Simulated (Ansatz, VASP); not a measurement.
# Two plane-wave programs on Sr

The input INCAR:

```
PREC = Accurate ; ENCUT = 520
EDIFF = 1E-6 ; ISMEAR = 0
SIGMA = 0.15 ; LREAL = False
LASPH = True ; NELM = 80
ALGO = Fast ; ISIF = 2
LWAVE = False ; LCHARG = True
GGA = PS ; LELF = True
LVHAR = True ; NBANDS = 17
```

KPOINTS

```
regular mesh
0
Gamma
  15 15 8
```

File POSCAR:

```
Sr
1.0
    4.4393002273      0.0000000000      0.0000000000
   -2.2196501137      3.8445467718      0.0000000000
    0.0000000000      0.0000000000      6.9442500000
Sr
2
Direct
    0.3333333333      0.6666666667      0.2500000000
    0.6666666667      0.3333333333      0.7500000000
```

Input for Ansatz:

```yaml
crystal:
  lattice:
    - [4.4393002273, 0.0, 0.0]
    - [-2.2196501137, 3.8445467718, 0.0]
    - [0.0, 0.0, 6.94425]
  atoms:
    - { symbol: Sr, position: [0.3333333333, 0.6666666667, 0.25] }
    - { symbol: Sr, position: [0.6666666667, 0.3333333333, 0.75] }
basis:
  ecutwfc: 420
kpoints:
  mp_grid: { grid: [15, 15, 8] }
hamiltonian:
  xc: pbesol
scf:
  occupations: { method: gaussian, width: 0.15 }
output:
  forces: true
  stress: true
  eigenvalues: true
```

Change from the starting cell: strain +0.030 along x and y, -0.015 along z, atoms carried along.

Alike in both runs: task single point; functional PBEsol; k mesh 15 × 15 × 8; occupations gaussian, width 0.15 eV; no spin polarisation.

|  | VASP | Ansatz |
| --- | --- | --- |
| version | VASP 6.6.1 | Ansatz 0.2.0 |
| potentials or method | VASP PAW PBE potentials, release 64 (Sr_sv), cutoff 520 eV | scalar-relativistic, plane waves, PAW |
| valence electrons in the cell | 20 | 20 |

|  | VASP | Ansatz | Ansatz less VASP |
| --- | --- | --- | --- |
| gap on the k mesh at the Fermi level (eV) | none | none | - |
| pressure (GPa) | -1.2 | -1.2 | -0.01 |
| traceless stress, the component that is largest in VASP (GPa) | 0.50 | 0.50 | -0.001 |

VASP's potentials were made for PBE, not for PBEsol. A gap of «none» marks a metal or a gap that the smearing closes. The functional is the same, so the differences come from potentials, cutoffs and numerics.
